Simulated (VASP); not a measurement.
# Si8HO16 (a cell with a defect) in VASP: further runs

Runs on Si8HO16 (a cell with a defect). Level: PBE. Tasks: relaxation of the atoms, single point.

Program: VASP 6.6.1. These are calculated values, not measurements. Logs are shortened: lines on timing, memory, paths and dates and some standing lists are left out, and cuts for length are marked.

**1. The cell of the first run**

The cell holds a defect, 25 atoms: a = 5.878 Å, b = 5.878 Å, c = 5.320 Å, α = 90.00°, β = 90.00°, γ = 90.00°.

**2. Relaxation of the atoms, PBE**

File INCAR:

```
PREC     = Accurate       # precision mode
ENCUT    = 520            # plane-wave cutoff, eV
EDIFF    = 1E-6           # SCF threshold, eV
ISMEAR   = -1             # smearing method
SIGMA    = 0.02           # smearing width, eV
LREAL    = Auto         
LASPH    = T              # aspherical terms in the spheres
NELM     = 60             # most SCF steps
ALGO     = Normal         # electronic algorithm
ISIF     = 2              # what is computed and relaxed
LWAVE    = F              # write WAVECAR
LCHARG   = F              # write CHGCAR
GGA      = PE             # functional
IBRION   = 2              # ionic algorithm
NSW      = 80             # ionic steps
EDIFFG   = -0.03          # ionic threshold
NELECT   = 128.0
```

File KPOINTS:

```
Automatic mesh
0
Gamma
  2 2 3
```

File POSCAR:

```
Si8HO16
1.0
   -4.1564000000     -4.1564000000      0.0000000000
    4.1564000000     -4.1564000000      0.0000000000
    0.0000000000      0.0000000000      5.3204000000
Si O H
8 16 1
Direct
    0.5000000000      0.5000000000      0.0000000000
    0.0000000000      0.5000000000      0.2500000000
    0.5000000000      0.5000000000      0.5000000000
    0.0000000000      0.5000000000      0.7500000000
    0.0000000000      0.0000000000      0.0000000000
    0.5000000000      0.0000000000      0.2500000000
    0.0000000000      0.0000000000      0.5000000000
    0.5000000000      0.0000000000      0.7500000000
    0.1921000000      0.5000000000      0.0000000000
    0.0000000000      0.1921000000      0.2500000000
    0.8079000000      0.5000000000      0.0000000000
    0.0000000000      0.8079000000      0.2500000000
    0.1921000000      0.5000000000      0.5000000000
    0.0000000000      0.1921000000      0.7500000000
    0.8079000000      0.5000000000      0.5000000000
    0.0000000000      0.8079000000      0.7500000000
    0.6921000000      0.0000000000      0.0000000000
    0.5000000000      0.6921000000      0.2500000000
    0.3079000000      0.0000000000      0.0000000000
    0.5000000000      0.3079000000      0.2500000000
    0.6921000000      0.0000000000      0.5000000000
    0.5000000000      0.6921000000      0.7500000000
    0.3079000000      0.0000000000      0.5000000000
    0.5000000000      0.3079000000      0.7500000000
    0.2251496000      0.3503891000      0.7498856000
```

Potentials or basis: VASP PAW PBE potentials, release 64 (Si, O, H).

Launch:

```console
$ cat potpaw_PBE.64/Si/POTCAR potpaw_PBE.64/O/POTCAR potpaw_PBE.64/H/POTCAR > POTCAR
$ mpirun -np 1 vasp_std > vasp.out
```

OUTCAR:

```text
PREC = Accurate
   ENCUT = 520
   EDIFF = 1E-6
   ISMEAR = -1
   LREAL = Auto
   LASPH = T
   NELM = 60
   ISIF = 2
   GGA = PE
   IBRION = 2
   NSW = 80
   EDIFFG = -0.03
   NELECT = 128.0

 ion  position               nearest neighbor table
   1  0.500  0.500  0.000-  18 1.74  20 1.74  22 1.74  24 1.74   9 1.81  11 1.81   3 2.66   3 2.66

   2  0.000  0.500  0.250-   9 1.74  11 1.74  13 1.74  15 1.74  10 1.81  12 1.81   4 2.66   4 2.66

   3  0.500  0.500  0.500-  18 1.74  20 1.74  22 1.74  24 1.74  13 1.81  15 1.81   1 2.66   1 2.66

   4  0.000  0.500  0.750-  25 1.59  11 1.74  13 1.74  15 1.74   9 1.74  16 1.81  14 1.81   2 2.66
                             2 2.66
   5  0.000  0.000  0.000-  10 1.74  12 1.74  14 1.74  16 1.74  17 1.81  19 1.81   7 2.66   7 2.66

   6  0.500  0.000  0.250-  17 1.74  19 1.74  21 1.74  23 1.74  18 1.81  20 1.81   8 2.66   8 2.66
[... 5 lines left out ...]
   9  0.192  0.500  0.000-   2 1.74   4 1.74   1 1.81
  10  0.000  0.192  0.250-   5 1.74   7 1.74   2 1.81
  11  0.808  0.500  0.000-   2 1.74   4 1.74   1 1.81
  12  0.000  0.808  0.250-   5 1.74   7 1.74   2 1.81
  13  0.192  0.500  0.500-   2 1.74   4 1.74   3 1.81
  14  0.000  0.192  0.750-   5 1.74   7 1.74   4 1.81
[... 8 lines left out ...]
  23  0.308  0.000  0.500-   6 1.74   8 1.74   7 1.81
  24  0.500  0.308  0.750-   1 1.74   3 1.74   8 1.81
  25  0.225  0.350  0.750-   4 1.59

  LATTYP: Found a simple tetragonal cell.
 ALAT       =     5.8780372506
 C/A-ratio  =     0.9051320659

  Lattice vectors:

 A1 = (  -4.1564000000,  -4.1564000000,   0.0000000000)
 A2 = (   4.1564000000,  -4.1564000000,   0.0000000000)
 A3 = (   0.0000000000,   0.0000000000,   5.3204000000)

Analysis of symmetry for initial positions (statically):
=====================================================================
 Subroutine PRICEL returns:
 Original cell was already a primitive cell.

 Routine SETGRP: Setting up the symmetry group for a
 simple tetragonal supercell.

 Subroutine GETGRP returns: Found  1 space group operations
 (whereof  1 operations were pure point group operations)
 out of a pool of 16 trial point group operations.

The static configuration has the point symmetry C_1 .

Analysis of symmetry for dynamics (positions and initial velocities):
=====================================================================
 Subroutine PRICEL returns:
 Original cell was already a primitive cell.

 Routine SETGRP: Setting up the symmetry group for a
 simple tetragonal supercell.

 Subroutine GETGRP returns: Found  1 space group operations
 (whereof  1 operations were pure point group operations)
 out of a pool of 16 trial point group operations.

The dynamic configuration has the point symmetry C_1 .

 Subroutine INISYM returns: Found  1 space group operations
 (whereof  1 operations are pure point group operations),
 and found     1 'primitive' translations

----------------------------------------------------------------------------------------

                                     Primitive cell

  volume of cell :     183.8269

  direct lattice vectors                    reciprocal lattice vectors
    -4.156400000 -4.156400000  0.000000000    -0.120296410 -0.120296410  0.000000000
     4.156400000 -4.156400000  0.000000000     0.120296410 -0.120296410  0.000000000
     0.000000000  0.000000000  5.320400000     0.000000000  0.000000000  0.187955793

  length of vectors
     5.878037251  5.878037251  5.320400000     0.170124815  0.170124815  0.187955793

  position of ions in fractional coordinates (direct lattice)
     0.500000000  0.500000000  0.000000000
     0.000000000  0.500000000  0.250000000
     0.500000000  0.500000000  0.500000000
     0.000000000  0.500000000  0.750000000
     0.000000000  0.000000000  0.000000000
     0.500000000  0.000000000  0.250000000
[... 17 lines left out ...]
     0.500000000  0.307900000  0.750000000
     0.225149600  0.350389100  0.749885600

  ion indices of the primitive-cell ions
   primitive index   ion index
                 1           1
[... 48 lines left out ...]
   LRPA    =     F    only Hartree local field effects (RPA)
 conjugate gradient relaxation of ions
 non-spin polarized calculation
  energy-cutoff  :      520.00
  volume of cell :      183.83
 maximum number of plane-waves:      4996
 NGX is ok and might be reduce to    48
   NGX = 21   NGY = 21   NGZ = 19

--------------------------------------- Ionic step        1  -------------------------------------------

 number of electron     127.9999958 magnetization

 Free energy of the ion-electron system (eV)
  ---------------------------------------------------
  ext. energy  EPLUGINS =         0.00000000
  ---------------------------------------------------
  free energy    TOTEN  =      -194.49727896 eV

  energy without entropy =     -194.49727896  energy(sigma->0) =     -194.49727896

------------------------ aborting loop because EDIFF is reached ----------------------------------------

  FORCE on cell =-STRESS in cart. coord.  units (eV):
  Direction    XX          YY          ZZ          XY          YZ          ZX
  --------------------------------------------------------------------------------------
  -------------------------------------------------------------------------------------
  Total       11.4423654      6.5440869      8.3926231      0.2098850     -0.0007554      0.0055350
  in kB       99.7280762     57.0362134     73.1474768      1.8292917     -0.0065839      0.0482416
  external PRESSURE =      76.6372555 kB  Pullay stress =       0.0000000 kB
[... 158 lines left out ...]
  FREE ENERGIE OF THE ION-ELECTRON SYSTEM (eV)
  ---------------------------------------------------
  free  energy   TOTEN  =      -195.4292933867 eV

  energy  without entropy=     -195.4292933867  energy(sigma->0) =     -195.42929339

[... ionic steps 4 to 22 ...]

--------------------------------------- Ionic step       23  -------------------------------------------

 number of electron     127.9999975 magnetization

------------------------ aborting loop because EDIFF is reached ----------------------------------------

  FORCE on cell =-STRESS in cart. coord.  units (eV):
  Direction    XX          YY          ZZ          XY          YZ          ZX
  --------------------------------------------------------------------------------------
  -------------------------------------------------------------------------------------
  Total       10.5598275      0.9147778      9.4707090     -5.6073564      0.0005327     -0.0001260
  in kB       92.0361517      7.9729173     82.5437365    -48.8719636      0.0046430     -0.0010981
  external PRESSURE =      60.8509352 kB  Pullay stress =       0.0000000 kB
[... 103 lines left out ...]
  energy  without entropy=     -197.0606418600  energy(sigma->0) =     -197.06064186

--------------------------------------- Ionic step       25  -------------------------------------------

 number of electron     127.9999975 magnetization

 Free energy of the ion-electron system (eV)
  ---------------------------------------------------
  ext. energy  EPLUGINS =         0.00000000
  ---------------------------------------------------
  free energy    TOTEN  =      -197.06086271 eV

  energy without entropy =     -197.06086271  energy(sigma->0) =     -197.06086271

 E-fermi :   8.8827     XC(G=0): -12.3501

 val. band max:        8.3734526052   @ k =   0.0000   0.0000   0.0000
 cond. band min:      14.2516244349   @ k =   0.0000   0.0000   0.0000
 fundamental gap:      5.8781718296
 Fermi energy:         8.8826775258

 k-point     1 :       0.0000    0.0000    0.0000
  band No.  band energies     occupation
      1     -14.5133      2.00000
      2     -12.8665      2.00000
      3     -12.2572      2.00000
      4     -12.1771      2.00000
      5     -11.4896      2.00000
      6     -11.3206      2.00000
[... 621 lines left out ...]
     75      18.7763      0.00000
     76      18.8528      0.00000
 [bands above 76 left out]

------------------------ aborting loop because EDIFF is reached ----------------------------------------

  FORCE on cell =-STRESS in cart. coord.  units (eV):
  Direction    XX          YY          ZZ          XY          YZ          ZX
  --------------------------------------------------------------------------------------
  -------------------------------------------------------------------------------------
  Total       10.6277750      0.8571463      9.4579363     -5.6120473     -0.0002468      0.0002360
  in kB       92.6283611      7.4706194     82.4324137    -48.9128482     -0.0021513      0.0020571
  external PRESSURE =      60.8437981 kB  Pullay stress =       0.0000000 kB
[... 40 lines left out ...]
  FREE ENERGIE OF THE ION-ELECTRON SYSTEM (eV)
  ---------------------------------------------------
  free  energy   TOTEN  =      -197.0608627141 eV

  energy  without entropy=     -197.0608627141  energy(sigma->0) =     -197.06086271

 reached required accuracy - stopping structural energy minimisation
```

Run time: 25 min. Hardware: 1 thread of Intel Xeon 6975P-C (Granite Rapids), shared host; peak memory 0.32 GiB.

What came out:

```yaml
Free_energy: -197.0609 eV
Energy_gained_by_relaxing: 102.5 meV/atom
Ionic_steps: 25
Largest_force_after_relaxing: 0.023 eV/Å
```

Forces in eV/Å, atoms in the order of the input:
```
Si   0.003 -0.004 -0.005
Si  -0.005  0.014  0.000
Si   0.003 -0.004  0.005
Si   0.013 -0.008  0.000
Si   0.005 -0.001 -0.001
Si  -0.010 -0.005  0.000
Si   0.006 -0.001  0.001
Si  -0.005 -0.015  0.000
O   -0.006 -0.006  0.000
O    0.001 -0.009  0.000
O   -0.004  0.000  0.016
O    0.001  0.011  0.000
O   -0.006 -0.006  0.000
O   -0.002 -0.002  0.000
O   -0.004  0.000 -0.016
O   -0.010  0.001  0.000
O    0.007  0.005  0.013
O   -0.007 -0.008  0.000
O    0.001  0.002 -0.005
O   -0.006  0.001  0.000
O    0.007  0.005 -0.013
O   -0.016  0.008  0.000
O    0.001  0.002  0.004
O    0.013  0.011  0.000
H    0.021  0.011  0.000
```

The path:
| step | energy change (eV) | largest force (eV/Å) | pressure (GPa) |
| --- | --- | --- | --- |
| 1 | 0.0000 | 6.1647 | 7.66 |
| 2 | 0.7026 | 8.3869 | 7.51 |
| 3 | -0.9320 | 2.1533 | 6.08 |
| 4 | -1.4204 | 2.2390 | 4.51 |
| 5 | -1.4314 | 2.2475 | 4.40 |
| 6 | -1.8424 | 2.2353 | 4.74 |
| 7 | -2.0340 | 2.2219 | 6.03 |
| 8 | -2.0455 | 1.9440 | 5.55 |
| 9 | -2.3487 | 1.2663 | 6.53 |
| 10 | -2.3762 | 1.7836 | 7.06 |
| 11 | -2.5105 | 0.5006 | 6.50 |
| 12 | -2.5114 | 0.5754 | 6.46 |
| 13 | -2.5457 | 0.3147 | 6.07 |
| 14 | -2.5463 | 0.2838 | 6.02 |
| 15 | -2.5550 | 0.1795 | 6.06 |
| 16 | -2.5562 | 0.2518 | 6.08 |
| 17 | -2.5607 | 0.0919 | 6.13 |
| 18 | -2.5608 | 0.0969 | 6.14 |
| 19 | -2.5620 | 0.0636 | 6.14 |
| 20 | -2.5620 | 0.0677 | 6.14 |
| 21 | -2.5628 | 0.0457 | 6.10 |
| 22 | -2.5629 | 0.0475 | 6.09 |
| 23 | -2.5634 | 0.0385 | 6.09 |
| 24 | -2.5634 | 0.0410 | 6.08 |
| 25 | -2.5636 | 0.0233 | 6.08 |

Final structure:
```cif
data_structure
_symmetry_space_group_name_H-M 'P 1'
_symmetry_Int_Tables_number 1
_cell_length_a 5.8780
_cell_length_b 5.8780
_cell_length_c 5.3204
_cell_angle_alpha 90.000
_cell_angle_beta 90.000
_cell_angle_gamma 90.000
_cell_volume 183.83
loop_
_atom_site_label
_atom_site_type_symbol
_atom_site_fract_x
_atom_site_fract_y
_atom_site_fract_z
_atom_site_occupancy
Si1 Si 0.49631 0.51038 0.00864 1
Si2 Si 0.99530 0.50149 0.25000 1
Si3 Si 0.49631 0.51039 0.49135 1
Si4 Si 0.99132 0.51185 0.75000 1
Si5 Si 0.00006 0.00205 0.00197 1
Si6 Si 0.49958 0.00886 0.25000 1
Si7 Si 0.00005 0.00204 0.49803 1
Si8 Si 0.50508 0.98099 0.75000 1
O1 O 0.19114 0.51138 0.00022 1
O2 O 0.00420 0.19784 0.25000 1
O3 O 0.79717 0.49427 0.99725 1
O4 O 0.99078 0.80617 0.25000 1
O5 O 0.19114 0.51138 0.49977 1
O6 O 0.01749 0.20207 0.75000 1
O7 O 0.79718 0.49427 0.50274 1
O8 O 0.99166 0.81048 0.75000 1
O9 O 0.69490 0.01148 0.99697 1
O10 O 0.50462 0.70386 0.24999 1
O11 O 0.30609 0.99493 0.99901 1
O12 O 0.49063 0.31111 0.25000 1
O13 O 0.69490 0.01148 0.50302 1
O14 O 0.50327 0.69008 0.75000 1
O15 O 0.30609 0.99492 0.50099 1
O16 O 0.46609 0.30205 0.74999 1
H1 H 0.29380 0.27456 0.74997 1
```

Caveat: the k points lie up to 0.53 Å⁻¹ apart; the cell carries a net charge on a neutralising background, which shifts energy and pressure; the cell is charged against a uniform background, so pressure and absolute levels hang on convention.

(Continued in part 2 of 2.)
